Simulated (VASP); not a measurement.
# AlGa17N18 (a cell with a defect) in VASP: single point with PBE

Aim: the single point of AlGa17N18 (a cell with a defect) with PBE.

Everything below comes from runs of VASP 6.6.1. Logs are shortened: lines on timing, memory, paths and dates and some standing lists are left out, and cuts for length are marked.

## 1. The cell of the first run

The cell holds a defect, 36 atoms: a = 7.653 Å, b = 7.653 Å, c = 7.653 Å, α = 78.22°, β = 78.22°, γ = 78.22°.

## 2. Single point, PBE

Contents of INCAR:

```
PREC = Accurate ; ENCUT = 520
EDIFF = 1E-6 ; ISMEAR = 0
SIGMA = 0.02 ; LREAL = Auto
LASPH = T ; NELM = 100
ALGO = Normal ; ISIF = 2
LWAVE = F ; LCHARG = T
GGA = PE ; LELF = T
LVHAR = T ; NBANDS = 181
```

Contents of KPOINTS:

```
Automatic mesh
0
Gamma
  2 2 2
  0.5 0.5 0.5
```

Contents of POSCAR:

```
AlGa17N18
1.0
    4.8275357019      2.7871790370      5.2431089459
   -4.8275357019      2.7871790370      5.2431089459
    0.0000000001     -5.5743580740      5.2431089459
Al Ga N
1 17 18
Direct
    0.3882230993      0.3882230993      0.7215564326
    0.3885572502      0.7211591597      0.3892747181
    0.7211591597      0.0559413848      0.7218905835
    0.3885572502      0.0559413848      0.0544924931
    0.7211591597      0.3885572502      0.3892747181
    0.0559413848      0.7211591597      0.7218905835
    0.7219544264      0.7219544264      0.0552877597
    0.0554346445      0.0554346445      0.3887679778
    0.0559413848      0.3885572502      0.0544924931
    0.4439853291      0.7757412811      0.7773186625
    0.4445014933      0.1117913963      0.4451247297
    0.7757412811      0.4439853291      0.7773186625
    0.4439853291      0.4439853291      0.1090746145
    0.7775442006      0.7775442006      0.4441819614
    0.1117913963      0.1117913963      0.7778348267
    0.7775442006      0.1108486280      0.1108775339
    0.1117913963      0.4445014933      0.4451247297
    0.1108486280      0.7775442006      0.1108775339
    0.5103432905      0.5103432905      0.8436766238
    0.5141958039      0.8479618681      0.5141582759
    0.8479618681      0.1808249426      0.8475291372
    0.5141958039      0.1808249426      0.1812952014
    0.8479618681      0.5141958039      0.5141582759
    0.1808249426      0.8479618681      0.8475291372
    0.8475662780      0.8475662780      0.1808996114
    0.1810026799      0.1810026799      0.5143360132
    0.1808249426      0.5141958039      0.1812952014
    0.2405365792      0.5653981796      0.5738699126
    0.2366076133      0.9031057403      0.2364390737
    0.5653981796      0.2405365792      0.5738699126
    0.2405365792      0.2405365792      0.8987315129
    0.5694126230      0.5694126230      0.2356791637
    0.9031057403      0.9031057403      0.5699409467
    0.5694126230      0.9023458304      0.9027459563
    0.9031057403      0.2366076133      0.2364390737
    0.9023458304      0.5694126230      0.9027459563
```

Potentials or basis: VASP PAW PBE potentials, release 64 (Al, Ga_d, N).

The run is started by

```bash
$ cat potpaw_PBE.64/Al/POTCAR potpaw_PBE.64/Ga_d/POTCAR potpaw_PBE.64/N/POTCAR > POTCAR
$ mpirun -np 1 vasp_std > vasp.out
```

OUTCAR:

```text
PREC = Accurate
   ENCUT = 520
   EDIFF = 1E-6
   ISMEAR = 0
   LREAL = Auto
   LASPH = T
   NELM = 100
   ISIF = 2
   GGA = PE

 ion  position               nearest neighbor table
   1  0.388  0.388  0.722-  30 1.91  28 1.91  31 1.91  19 1.92
   2  0.389  0.721  0.389-  32 1.97  29 1.97  28 1.98  20 1.98
   3  0.721  0.056  0.722-  34 1.97  33 1.97  30 1.98  21 1.98
   4  0.389  0.056  0.054-  34 1.97  29 1.97  31 1.98  22 1.98
   5  0.721  0.389  0.389-  32 1.97  35 1.97  30 1.98  23 1.98
   6  0.056  0.721  0.722-  36 1.97  33 1.97  28 1.98  24 1.98
[... 28 lines left out ...]
  35  0.903  0.237  0.236-   8 1.97   5 1.97   9 1.97  16 1.98
  36  0.902  0.569  0.903-   7 1.97   6 1.97   9 1.97  12 1.98

  LATTYP: Found a trigonal (rhomboedric) cell.
 ALAT       =     7.6526896812
 COS(alpha) =     0.2041104941

  Lattice vectors:

 A1 = (   4.8275357019,   2.7871790370,   5.2431089459)
 A2 = (  -4.8275357019,   2.7871790370,   5.2431089459)
 A3 = (   0.0000000001,  -5.5743580740,   5.2431089459)

Analysis of symmetry for initial positions (statically):
=====================================================================
 Subroutine PRICEL returns:
 Original cell was already a primitive cell.

 Routine SETGRP: Setting up the symmetry group for a
 trigonal (rhombohedral) supercell.

 Subroutine GETGRP returns: Found  6 space group operations
 (whereof  2 operations were pure point group operations)
 out of a pool of 12 trial point group operations.

The static configuration has the point symmetry C_1h.
 The point group associated with its full space group is C_3v.

Analysis of symmetry for dynamics (positions and initial velocities):
=====================================================================
 Subroutine PRICEL returns:
 Original cell was already a primitive cell.

 Routine SETGRP: Setting up the symmetry group for a
 trigonal (rhombohedral) supercell.

 Subroutine GETGRP returns: Found  6 space group operations
 (whereof  2 operations were pure point group operations)
 out of a pool of 12 trial point group operations.

The dynamic configuration has the point symmetry C_1h.
 The point group associated with its full space group is C_3v.

 Subroutine INISYM returns: Found  6 space group operations
 (whereof  2 operations are pure point group operations),
 and found     1 'primitive' translations

----------------------------------------------------------------------------------------

                                     Primitive cell

  volume of cell :     423.2827

  direct lattice vectors                    reciprocal lattice vectors
     4.827535702  2.787179037  5.243108946     0.103572512  0.059797618  0.063575512
    -4.827535702  2.787179037  5.243108946    -0.103572512  0.059797618  0.063575512
     0.000000000 -5.574358074  5.243108946     0.000000000 -0.119595236  0.063575512

  length of vectors
     7.652689681  7.652689681  7.652689681     0.135443221  0.135443221  0.135443221

  position of ions in fractional coordinates (direct lattice)
     0.388223099  0.388223099  0.721556433
     0.388557250  0.721159160  0.389274718
     0.721159160  0.055941385  0.721890583
     0.388557250  0.055941385  0.054492493
     0.721159160  0.388557250  0.389274718
     0.055941385  0.721159160  0.721890583
[... 28 lines left out ...]
     0.903105740  0.236607613  0.236439074
     0.902345830  0.569412623  0.902745956

  ion indices of the primitive-cell ions
   primitive index   ion index
                 1           1
                 2           2
                 3           3
                 4           4
                 5           5
                 6           6
[... 28 lines left out ...]
                35          35
                36          36

----------------------------------------------------------------------------------------

 KPOINTS: Automatic mesh

Automatic generation of k-mesh.
 Grid dimensions read from file:
 generate k-points for:    2    2    2

 Generating k-lattice:

  Cartesian coordinates                     Fractional coordinates (reciprocal lattice)
     0.051786256  0.029898809  0.031787756     0.500000000 -0.000000000  0.000000000
    -0.051786256  0.029898809  0.031787756    -0.000000000  0.500000000 -0.000000000
     0.000000000 -0.059797618  0.031787756     0.000000000  0.000000000  0.500000000

  Length of vectors
     0.067721610  0.067721610  0.067721610

  Shift w.r.t. Gamma in fractional coordinates (k-lattice)
     0.500000000  0.500000000  0.500000000

 Subroutine IBZKPT returns following result:
 ===========================================

 Found      2 irreducible k-points:

 Following reciprocal coordinates:
            Coordinates               Weight
  0.250000  0.250000  0.250000      2.000000
 -0.250000  0.250000  0.250000      6.000000
   k-points           NKPTS =      2   k-points in BZ     NKDIM =      2   number of bands    NBANDS=    181
   number of dos      NEDOS =    301   number of ions     NIONS =     36
   total plane-waves  NPLWV = 216000
   dimension x,y,z NGX =    60 NGY =   60 NGZ =   60
   dimension x,y,z NGXF=   120 NGYF=  120 NGZF=  120
   ions per type =               1  17  18
   NGX,Y,Z   is equivalent  to a cutoff of  13.03, 13.03, 13.03 a.u.
   NGXF,Y,Z  is equivalent  to a cutoff of  26.07, 26.07, 26.07 a.u.
 SYSTEM =  unknown system
   PREC   = accura    normal or accurate (medium, high low for compatibility)
   ISTART =      0    job   : 0-new  1-cont  2-samecut
   ICHARG =      2    charge: 1-file 2-atom 10-const
   ISPIN  =      1    spin polarized calculation?
   LNONCOLLINEAR =      F non collinear calculations
   LSORBIT =      F    spin-orbit coupling
   LASPH  =      T    aspherical Exc in radial PAW
   ENCUT  =  520.0 eV  38.22 Ry    6.18 a.u.  14.23 14.23 14.23*2*pi/ulx,y,z
   NELM   =    100;   NELMIN=  2; NELMDL= -5     # of ELM steps
   EDIFF  = 0.1E-05   stopping-criterion for ELM
   LREAL  =      T    real-space projection
   EDIFFG = 0.1E-04   stopping-criterion for IOM
   NSW    =      0    number of steps for IOM
   IBRION =     -1    ionic relax: 0-MD 1-quasi-New 2-CG
   NFREE  =      0    steps in history (QN), initial steepest desc. (CG)
   ISIF   =      2    stress and relaxation
   ISYM   =      2    0-nonsym 1-usesym 2-fastsym
   POTIM  = 0.5000    time-step for ionic-motion
   TEBEG  =    0.0;   TEEND  =   0.0 temperature during run
   PSTRESS=    0.0 pullay stress
   NELECT =     314.0000    total number of electrons
   NUPDOWN=      -1.0000    fix difference up-down
   EMIN   =  10.00;   EMAX   =-10.00  energy-range for DOS
   EFERMI =   0.00;   METHOD = LEGACY
   ISMEAR =     0;   SIGMA  =   0.02  broadening in eV -4-tet -1-fermi 0-gaus
   EFERMI_NEDOS =   21; number of points for ismear=-14 and -15
   IALGO  =     38    algorithm
   IMIX   =      4    mixing-type and parameters
     AMIX     =   0.40;   BMIX     =  1.00
     AMIX_MAG =   1.60;   BMIX_MAG =  1.00
  volume/ion in A,a.u.               =      11.76        79.35
  Fermi-wavevector in a.u.,A,eV,Ry     =   1.481976  2.800529 29.881841  2.196253
  Thomas-Fermi vector in A             =   2.595820
   LORBIT       =      0    0 simple, 1 ext, 2 COOP (PROOUT), +10 PAW based schemes
   GGA     = PE    functional components
   LHFCALC =     F    Hartree Fock is set to
   AEXX    =    0.0000 exact exchange contribution
   IVDW    =     0    specifies the selected vdW correction
   LEPSILON=     F    determine dielectric tensor
   LRPA    =     F    only Hartree local field effects (RPA)
 non-spin polarized calculation
 Gauss-broadening in eV      SIGMA  =   0.02
  energy-cutoff  :      520.00
  volume of cell :      423.28
 maximum number of plane-waves:     11401
 NGX is ok and might be reduce to    60
   NGX = 29   NGY = 29   NGZ = 29

 number of electron     314.0000123 magnetization

 Free energy of the ion-electron system (eV)
  ---------------------------------------------------
  ext. energy  EPLUGINS =         0.00000000
  ---------------------------------------------------
  free energy    TOTEN  =      -221.62824974 eV

  energy without entropy =     -221.62824974  energy(sigma->0) =     -221.62824974

 E-fermi :   4.9749     XC(G=0): -11.4535

 val. band max:        4.8524173565   @ k =   0.2500   0.2500   0.2500
 cond. band min:       7.9962471310   @ k =   0.2500   0.2500   0.2500
 fundamental gap:      3.1438297745
 Fermi energy:         4.9748557558

 k-point     1 :       0.2500    0.2500    0.2500
  band No.  band energies     occupation
      1     -10.4904      2.00000
      2      -9.9903      2.00000
      3      -9.9898      2.00000
      4      -9.9898      2.00000
      5      -9.9052      2.00000
      6      -9.8362      2.00000
[... 161 lines left out ...]
    168      10.1874      0.00000
    169      10.5699      0.00000

 k-point     2 :      -0.2500    0.2500    0.2500
  band No.  band energies     occupation
      1     -10.3998      2.00000
      2     -10.0899      2.00000
      3     -10.0006      2.00000
      4      -9.9984      2.00000
      5      -9.9200      2.00000
      6      -9.8354      2.00000
[... 161 lines left out ...]
    168      10.6097      0.00000
    169      10.6252      0.00000
 [bands above 169 left out]

------------------------ aborting loop because EDIFF is reached ----------------------------------------

  FORCE on cell =-STRESS in cart. coord.  units (eV):
  Direction    XX          YY          ZZ          XY          YZ          ZX
  --------------------------------------------------------------------------------------
  -------------------------------------------------------------------------------------
  Total       -2.1563130     -2.1563130     -2.4664823      0.0000000      0.0000000     -0.0000000
  in kB       -8.1619116     -8.1619116     -9.3359408      0.0000000      0.0000000     -0.0000000
  external PRESSURE =      -8.5532547 kB  Pullay stress =       0.0000000 kB

 VOLUME and BASIS-vectors are now :
 -----------------------------------------------------------------------------
  energy-cutoff  :      520.00
  volume of cell :      423.28
      direct lattice vectors                 reciprocal lattice vectors
     4.827535702  2.787179037  5.243108946     0.103572512  0.059797618  0.063575512
    -4.827535702  2.787179037  5.243108946    -0.103572512  0.059797618  0.063575512
     0.000000000 -5.574358074  5.243108946     0.000000000 -0.119595236  0.063575512

 POSITION                                       TOTAL-FORCE (eV/Angst)
 -----------------------------------------------------------------------------------
      0.00000     -1.85812      7.85419         0.000000      0.000000      0.004769
     -1.60565      0.92302      7.85937         0.000110      0.013642      0.000656
      3.21136     -1.85816      7.85937         0.011759     -0.006916      0.000656
      1.60571      0.93514      2.61626         0.011869     -0.006726      0.000656
      1.60565      0.92302      7.85937        -0.000110      0.013642      0.000656
     -3.21136     -1.85816      7.85937        -0.011759     -0.006916      0.000656
[... 28 lines left out ...]
      3.21754      1.85859      7.21532         0.006293     -0.003633     -0.003034
      1.60725     -0.93017     12.44979        -0.008191     -0.004729      0.000466
 -----------------------------------------------------------------------------------
    total drift:                                0.000000      0.000006     -0.004581

  FREE ENERGIE OF THE ION-ELECTRON SYSTEM (eV)
  ---------------------------------------------------
  free  energy   TOTEN  =      -221.6282497437 eV

  energy  without entropy=     -221.6282497437  energy(sigma->0) =     -221.62824974
```

Wall time 8.1 min (1 thread of Intel Xeon Platinum 8488C (Sapphire Rapids), shared host); peak memory 0.53 GiB.

What came out:

| Item | Value |
| --- | --- |
| Free energy | -221.6282 eV |
| Pressure | -0.9 GPa |
| Largest force | 0.025 eV/Å |
| Band gap on the k mesh | 3.14 eV |

Forces on the atoms (eV/Å):
```
Al   0.000  0.000  0.005
Ga   0.000  0.014  0.001
Ga   0.012 -0.007  0.001
Ga   0.012 -0.007  0.001
Ga   0.000  0.014  0.001
Ga  -0.012 -0.007  0.001
Ga   0.000  0.000 -0.001
Ga   0.000  0.000  0.016
Ga  -0.012 -0.007  0.001
Ga  -0.005  0.003  0.002
Ga  -0.003 -0.002 -0.017
Ga   0.005  0.003  0.002
Ga   0.000 -0.006  0.002
Ga   0.000 -0.002 -0.001
Ga   0.000  0.003 -0.017
Ga  -0.001  0.001 -0.001
Ga   0.003 -0.002 -0.017
Ga   0.001  0.001 -0.001
N    0.000  0.000  0.007
N    0.004  0.007  0.011
N    0.004 -0.007  0.011
N    0.008  0.000  0.011
N   -0.004  0.007  0.011
N   -0.004 -0.007  0.011
N    0.000  0.000 -0.013
N    0.000  0.000 -0.025
N   -0.008  0.000  0.011
N    0.011 -0.006 -0.002
N   -0.006 -0.004 -0.003
N   -0.011 -0.006 -0.002
N    0.000  0.013 -0.002
N    0.000  0.009  0.000
N    0.000  0.007 -0.003
N    0.008 -0.005  0.000
N    0.006 -0.004 -0.003
N   -0.008 -0.005  0.000
```

Levels at points of the mesh, in eV from the valence-band top:
```
           k point  band 154  band 155  band 156  band 157  band 158  band 159  band 160  band 161
(0.25, 0.25, 0.25)     -0.59     -0.55      0.00      0.00      3.14      4.38      4.63      4.63
```
